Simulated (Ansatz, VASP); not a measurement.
**Ti in VASP and in Ansatz**

Contents of INCAR:

```
PREC = Accurate ; ENCUT = 600
EDIFF = 1E-6 ; ISMEAR = -1
SIGMA = 0.15 ; LREAL = F
LASPH = T ; NELM = 60
ALGO = Normal ; ISIF = 3
LWAVE = F ; LCHARG = F
IBRION = 2 ; NSW = 80
EDIFFG = -0.001
```

KPOINTS

```
regular mesh
0
Gamma
  15 15 8
```

Contents of POSCAR:

```
Ti
1.0
    2.8656338610      0.0000000000      0.0000000000
   -1.4328169305      2.4817117216      0.0000000000
    0.0000000000      0.0000000000      4.5275912432
Ti
2
Direct
    0.3333333333      0.6666666667      0.2500000000
    0.6666666667      0.3333333333      0.7500000000
```

Input for Ansatz:

```yaml
crystal:
  lattice:
    - [2.865633861, 0.0, 0.0]
    - [-1.4328169305, 2.4817117216, 0.0]
    - [0.0, 0.0, 4.5275912432]
  atoms:
    - { symbol: Ti, position: [0.3333333333, 0.6666666667, 0.25] }
    - { symbol: Ti, position: [0.6666666667, 0.3333333333, 0.75] }
basis:
  ecutwfc: 600.0
kpoints:
  mp_grid: { grid: [15, 15, 8] }
hamiltonian:
  xc: lda
  pseudopotentials: { kind: paw, azcp: { folder: soft_1 } }
scf:
  occupations: { method: fermi_dirac, width: 0.15 }
output:
  forces: true
  stress: true
  eigenvalues: true
relax:
  adjacent_minimum: "off"
  f_tol: 0.001
  max_steps: 60
  cell: { stress_tol: 0.01 }
```

Alike in both runs: task relaxation of cell and atoms; functional LDA; k mesh 15 × 15 × 8; occupations fermi-dirac, width 0.15 eV; no spin polarisation.

```csv
,VASP,Ansatz
version,VASP 6.6.1,Ansatz 0.2.0
potentials or method,"VASP PAW LDA potentials, release 64 (Ti_sv), cutoff 600 eV","scalar-relativistic, plane waves, PAW"
valence electrons in the cell,24,24
```

|  | VASP | Ansatz | Ansatz less VASP |
| --- | --- | --- | --- |
| gap on the k mesh at the Fermi level, each at its own relaxed structure (eV) | none | none | - |
| relaxed volume (Å³/atom) | 16.13 | 16.15 | +0.020 |
| relaxed cell length with the largest relative difference (Å) | 2.863 | 2.865 | +0.0015 |

Ansatz warns that its potentials were made for another functional, while VASP's fit it. LDA's correlation is that of Perdew and Zunger in VASP and of Perdew and Wang (1992) in Ansatz. A gap of «none» marks a metal or a gap that the smearing closes.
